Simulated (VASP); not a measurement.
# MgS (P6_3mc) in VASP: notebook

Aim: see how the results for MgS move with the level of theory and the settings. Levels: revPBE, PBE, r2SCAN. Tasks: single point.

All numbers are computed with VASP 6.6.1; they aren't measurements. Logs are shortened: lines on timing, memory, paths and dates and some standing lists are left out, and cuts for length are marked.

## 1. The cell of the first run

Symmetry: P6_3mc, No. 186, hexagonal system. The conventional cell has a = 4.035 Å, b = 4.035 Å, c = 6.432 Å, α = 90.00°, β = 90.00°, γ = 120.00°. Mg (site symmetry 3m) has 4 S at 2.45 to 2.47 Å within 3.2 Å. Within 3.2 Å of S (site symmetry 3m) lie 4 Mg at 2.45 to 2.47 Å.

## 2. Single point, revPBE

INCAR reads:

```
PREC = Accurate
ENCUT = 600
EDIFF = 1E-6
ISMEAR = 0
SIGMA = 0.01
LREAL = False
LASPH = True
NELM = 120
ALGO = Normal
ISIF = 2
LWAVE = False
LCHARG = True
GGA = RE
LELF = True
LVHAR = True
NBANDS = 16
GGA_COMPAT = False
```

KPOINTS reads:

```
Automatic mesh
0
Gamma
  3 3 1
```

POSCAR reads:

```
MgS
1.0
    4.0346224068      0.0000000000      0.0000000000
   -2.0173112034      3.4940854990      0.0000000000
    0.0000000000      0.0000000000      6.4322941800
Mg S
2 2
Direct
    0.6666666667      0.3333333333      0.4957548500
    0.3333333333      0.6666666667      0.9957548500
    0.3333333333      0.6666666667      0.3792441500
    0.6666666667      0.3333333333      0.8792441500
```

Potentials or basis: VASP PAW PBE potentials, release 64 (Mg, S).

Command:

```console
> cat potpaw_PBE.64/Mg/POTCAR potpaw_PBE.64/S/POTCAR > POTCAR
> mpirun -np 1 vasp_std > vasp.out
```

OUTCAR:

```text
PREC = Accurate
   ENCUT = 600
   EDIFF = 1E-6
   ISMEAR = 0
   LREAL = False
   LASPH = True
   NELM = 120
   ISIF = 2
   GGA = RE

 ion  position               nearest neighbor table
   1  0.667  0.333  0.496-   3 2.45   3 2.45   3 2.45   4 2.47
   2  0.333  0.667  0.996-   4 2.45   4 2.45   4 2.45   3 2.47
   3  0.333  0.667  0.379-   1 2.45   1 2.45   1 2.45   2 2.47
   4  0.667  0.333  0.879-   2 2.45   2 2.45   2 2.45   1 2.47

  LATTYP: Found a hexagonal cell.
 ALAT       =     4.0346224068
 C/A-ratio  =     1.5942741430

  Lattice vectors:

 A1 = (   4.0346224068,   0.0000000000,   0.0000000000)
 A2 = (  -2.0173112034,   3.4940854990,   0.0000000000)
 A3 = (   0.0000000000,   0.0000000000,   6.4322941800)

Analysis of symmetry for initial positions (statically):
=====================================================================
 Subroutine PRICEL returns:
 Original cell was already a primitive cell.

 Routine SETGRP: Setting up the symmetry group for a
 hexagonal supercell.

 Subroutine GETGRP returns: Found 12 space group operations
 (whereof  6 operations were pure point group operations)
 out of a pool of 24 trial point group operations.

The static configuration has the point symmetry C_3v.
 The point group associated with its full space group is C_6v.

Analysis of symmetry for dynamics (positions and initial velocities):
=====================================================================
 Subroutine PRICEL returns:
 Original cell was already a primitive cell.

 Routine SETGRP: Setting up the symmetry group for a
 hexagonal supercell.

 Subroutine GETGRP returns: Found 12 space group operations
 (whereof  6 operations were pure point group operations)
 out of a pool of 24 trial point group operations.

The dynamic configuration has the point symmetry C_3v.
 The point group associated with its full space group is C_6v.

 Subroutine INISYM returns: Found 12 space group operations
 (whereof  6 operations are pure point group operations),
 and found     1 'primitive' translations

----------------------------------------------------------------------------------------

                                     Primitive cell

  volume of cell :      90.6781

  direct lattice vectors                    reciprocal lattice vectors
[... 67 lines left out ...]
   ENCUT  =  600.0 eV  44.10 Ry    6.64 a.u.   8.06  8.06 12.85*2*pi/ulx,y,z
   NELM   =    120;   NELMIN=  2; NELMDL= -5     # of ELM steps
   EDIFF  = 0.1E-05   stopping-criterion for ELM
   LREAL  =      F    real-space projection
   EDIFFG = 0.1E-04   stopping-criterion for IOM
   NSW    =      0    number of steps for IOM
   IBRION =     -1    ionic relax: 0-MD 1-quasi-New 2-CG
   NFREE  =      0    steps in history (QN), initial steepest desc. (CG)
   ISIF   =      2    stress and relaxation
   ISYM   =      2    0-nonsym 1-usesym 2-fastsym
   POTIM  = 0.5000    time-step for ionic-motion
   TEBEG  =    0.0;   TEEND  =   0.0 temperature during run
   PSTRESS=    0.0 pullay stress
   NELECT =      16.0000    total number of electrons
   NUPDOWN=      -1.0000    fix difference up-down
   EMIN   =  10.00;   EMAX   =-10.00  energy-range for DOS
   EFERMI =   0.00;   METHOD = LEGACY
   ISMEAR =     0;   SIGMA  =   0.01  broadening in eV -4-tet -1-fermi 0-gaus
   EFERMI_NEDOS =   21; number of points for ismear=-14 and -15
   IALGO  =     38    algorithm
   IMIX   =      4    mixing-type and parameters
     AMIX     =   0.40;   BMIX     =  1.00
     AMIX_MAG =   1.60;   BMIX_MAG =  1.00
  volume/ion in A,a.u.               =      22.67       152.98
  Fermi-wavevector in a.u.,A,eV,Ry     =   0.918221  1.735187 11.471486  0.843130
  Thomas-Fermi vector in A             =   2.043279
   LORBIT       =      0    0 simple, 1 ext, 2 COOP (PROOUT), +10 PAW based schemes
   GGA     = RE    functional components
   LHFCALC =     F    Hartree Fock is set to
   AEXX    =    0.0000 exact exchange contribution
   IVDW    =     0    specifies the selected vdW correction
   LEPSILON=     F    determine dielectric tensor
   LRPA    =     F    only Hartree local field effects (RPA)
 non-spin polarized calculation
 Gauss-broadening in eV      SIGMA  =   0.01
  energy-cutoff  :      600.00
  volume of cell :       90.68
 maximum number of plane-waves:      3038
   NGX = 17   NGY = 17   NGZ = 25

 number of electron      15.9999998 magnetization

 Free energy of the ion-electron system (eV)
  ---------------------------------------------------
  ext. energy  EPLUGINS =         0.00000000
  ---------------------------------------------------
  free energy    TOTEN  =       -16.15544713 eV

  energy without entropy =      -16.15544713  energy(sigma->0) =      -16.15544713

 E-fermi :   1.3772     XC(G=0):  -8.2026

 val. band max:        1.2931736482   @ k =   0.0000   0.0000   0.0000
 cond. band min:       4.8950323202   @ k =   0.0000   0.0000   0.0000
 fundamental gap:      3.6018586720
 Fermi energy:         1.3772382556

 k-point     1 :       0.0000    0.0000    0.0000
  band No.  band energies     occupation
      1     -10.1092      2.00000
      2      -9.3876      2.00000
      3      -1.8843      2.00000
      4       0.7033      2.00000
      5       0.7033      2.00000
      6       1.1182      2.00000
[... 34 lines left out ...]
      3      -1.1543      2.00000
      4      -0.9773      2.00000
      5      -0.9773      2.00000
      6      -0.0626      2.00000
[... 8 lines left out ...]
     15      10.8195      0.00000
     16      11.7039      0.00000

------------------------ aborting loop because EDIFF is reached ----------------------------------------

  FORCE on cell =-STRESS in cart. coord.  units (eV):
  Direction    XX          YY          ZZ          XY          YZ          ZX
  --------------------------------------------------------------------------------------
  -------------------------------------------------------------------------------------
  Total        1.6781555      1.6781555      0.2605061      0.0000000      0.0000000      0.0000000
  in kB       29.6510762     29.6510762      4.6028425      0.0000000      0.0000000      0.0000000
  external PRESSURE =      21.3016650 kB  Pullay stress =       0.0000000 kB

 VOLUME and BASIS-vectors are now :
 -----------------------------------------------------------------------------
  energy-cutoff  :      600.00
  volume of cell :       90.68
      direct lattice vectors                 reciprocal lattice vectors
     4.034622407  0.000000000  0.000000000     0.247854669  0.143098960  0.000000000
    -2.017311203  3.494085499  0.000000000     0.000000000  0.286197919  0.000000000
     0.000000000  0.000000000  6.432294180     0.000000000  0.000000000  0.155465526

 POSITION                                       TOTAL-FORCE (eV/Angst)
 -----------------------------------------------------------------------------------
      2.01731      1.16470      3.18884         0.000000      0.000000      0.047434
     -0.00000      2.32939      6.40499         0.000000      0.000000      0.047434
     -0.00000      2.32939      2.43941         0.000000      0.000000     -0.047434
      2.01731      1.16470      5.65556        -0.000000      0.000000     -0.047434
 -----------------------------------------------------------------------------------
    total drift:                               -0.000000      0.000000      0.000090

  FREE ENERGIE OF THE ION-ELECTRON SYSTEM (eV)
  ---------------------------------------------------
  free  energy   TOTEN  =       -16.1554471338 eV

  energy  without entropy=      -16.1554471338  energy(sigma->0) =      -16.15544713
```

It took 19 s on 1 thread of Intel Xeon 8259CL, shared host; peak memory 0.22 GiB.

Results:

| Item | Value |
| --- | --- |
| Free energy | -16.1554 eV |
| Pressure | 2.1 GPa |
| Largest force | 0.047 eV/Å |
| Band gap on the k mesh | 3.60 eV, direct |

Forces on the atoms (eV/Å):
```
Mg   0.000  0.000  0.047
Mg   0.000  0.000  0.047
S    0.000  0.000 -0.047
S    0.000  0.000 -0.047
```

Stress tensor (GPa, compression positive):
```
2.97 0.00 0.00
0.00 2.97 0.00
0.00 0.00 0.46
```

Caveat: the k points lie up to 0.98 Å⁻¹ apart; the PAW data sets were made with another functional, which shifts forces and pressure a little.

## 3. Single point, PBE

INCAR reads:

```
PREC = Accurate
ENCUT = 600
EDIFF = 1E-6
ISMEAR = 0
SIGMA = 0.1
LREAL = F
LASPH = T
NELM = 120
ALGO = Normal
ISIF = 2
LWAVE = F
LCHARG = F
GGA = PE
NELECT = 15.9
NBANDS = 16
GGA_COMPAT = F
```

KPOINTS reads:

```
regular mesh
0
Gamma
  3 3 1
```

POSCAR is that of step 2.

Potentials or basis: VASP PAW PBE potentials, release 64 (Mg, S).

Command:

```console
> cat potpaw_PBE.64/Mg/POTCAR potpaw_PBE.64/S/POTCAR > POTCAR
> mpirun -np 1 vasp_std > vasp.out
```

Wall time 18 s (1 thread of Intel Xeon 8259CL, shared host); peak memory 0.22 GiB.

It converged, with:

- Free energy: -17.1296 eV
- Largest force: 0.016 eV/Å

Forces in eV/Å, atoms in the order of the input:
```
Mg   0.000  0.000 -0.016
Mg   0.000  0.000 -0.016
S    0.000  0.000  0.016
S    0.000  0.000  0.016
```

Levels at points of the mesh, in eV from the Fermi level:
| k point | band 5 | band 6 | band 7 | band 8 | band 9 | band 10 | band 11 | band 12 |
| --- | --- | --- | --- | --- | --- | --- | --- | --- |
| (0.00, 0.00, 0.00) | -0.57 | -0.16 | -0.16 | -0.01 | 3.49 | 4.73 | 7.53 | 7.53 |

Caveat: the k points lie up to 0.98 Å⁻¹ apart; the cell carries a net charge on a neutralising background, which shifts energy and pressure; the cell is charged against a uniform background, so pressure and absolute levels hang on convention.

(Continued in part 2 of 2.)
